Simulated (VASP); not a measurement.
Write the native input for VASP 6.6.1 that does the following.

| Quantity | Value |
| --- | --- |
| Task | single point |
| Functional | PBE |
| Potentials or basis | VASP PAW PBE potentials, release 64 (F, S, Li_sv) |
| Cutoff | 520 eV |
| k mesh | 6 × 6 × 6 |
| Occupations | gaussian, width 0.01 eV |
| Spin | no spin polarisation |
| Dipole correction | no |
| Further INCAR settings | ALGO = Normal; EDIFF = 1e-06; NBANDS = 19 |

The structure of Li3SF lies in POSCAR:

```
Li3SF
1.0
    4.5847455722      0.0000000000      0.0000000000
    0.0000000000      4.5847455722      0.0000000000
    0.0000000000      0.0000000000      4.5847455722
F S Li
1 1 3
Direct
    0.0000000000      0.0000000000      0.0000000000
    0.5000000000      0.5000000000      0.5000000000
    0.5000000000      0.5000000000      0.0000000000
    0.5000000000      0.0000000000      0.5000000000
    0.0000000000      0.5000000000      0.5000000000
```

This cell differs from its parent crystal: volume changed by +6%.

These files were run (other wordings do the same):

INCAR

```
SYSTEM = Li3SF
ALGO = Normal
EDIFF = 1E-6
ENCUT = 520
GGA = PE
ISIF = 2
ISMEAR = 0
LASPH = .TRUE.
LCHARG = .FALSE.
LREAL = .FALSE.
LWAVE = .FALSE.
NBANDS = 19
NELM = 60
PREC = Accurate
SIGMA = 0.01
```

KPOINTS

```
k-points
0
G
  6 6 6
  0 0 0
```

Potentials or basis: VASP PAW PBE potentials, release 64 (F, S, Li_sv).

Command:

```sh
$ cat potpaw_PBE.64/F/POTCAR potpaw_PBE.64/S/POTCAR potpaw_PBE.64/Li_sv/POTCAR > POTCAR
$ mpirun -np 1 vasp_std > vasp.out
```

Results of the run:

- Band gap on the k mesh: 3.78 eV, indirect (least direct gap 3.91 eV)

Run time: 28 s on 1 thread of AMD EPYC 9R45 96-Core Processor (Zen 5), on a shared host, peak memory 0.18 GiB.
